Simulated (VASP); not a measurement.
A run of VASP 6.6.1:

The input INCAR:

```
SYSTEM = Mo
ALGO = Normal
EDIFF = 1E-6
ENCUT = 520
GGA = PE
ISIF = 2
ISMEAR = -1
LASPH = .True.
LCHARG = .False.
LREAL = .False.
LWAVE = .False.
NBANDS = 28
NELM = 60
PREC = Accurate
SIGMA = 0.1
```

Contents of KPOINTS:

```
k-points
0
Gamma
  10 10 13
  0 0 0
```

POSCAR

```
Mo
1.0
    3.7580426200      0.0000000000      0.0000000000
   -1.8790213100      3.2545603774      0.0000000000
    0.0000000000      0.0000000000      2.2752891934
Mo
3
Direct
    0.0000000000      0.0000000000      0.0000000000
    0.3333333333      0.6666666667      0.5000000000
    0.6666666667      0.3333333333      0.5000000000
```

Potentials or basis: VASP PAW PBE potentials, release 64 (Mo_sv).

Run with:

```console
$ cat potpaw_PBE.64/Mo_sv/POTCAR > POTCAR
$ mpirun -np 1 vasp_std > vasp.out
```

Hardware: 1 thread of Intel(R) Xeon(R) Platinum 8259CL CPU @ 2.50GHz (Skylake/Cascade Lake), on a shared host.

Question: Estimate the wall time of this run.

Answer: Run time: 48 s on 1 thread of Intel(R) Xeon(R) Platinum 8259CL CPU @ 2.50GHz (Skylake/Cascade Lake), with other jobs on the host, peak memory 0.18 GiB. Counts: scf iterations 12, k points 98.
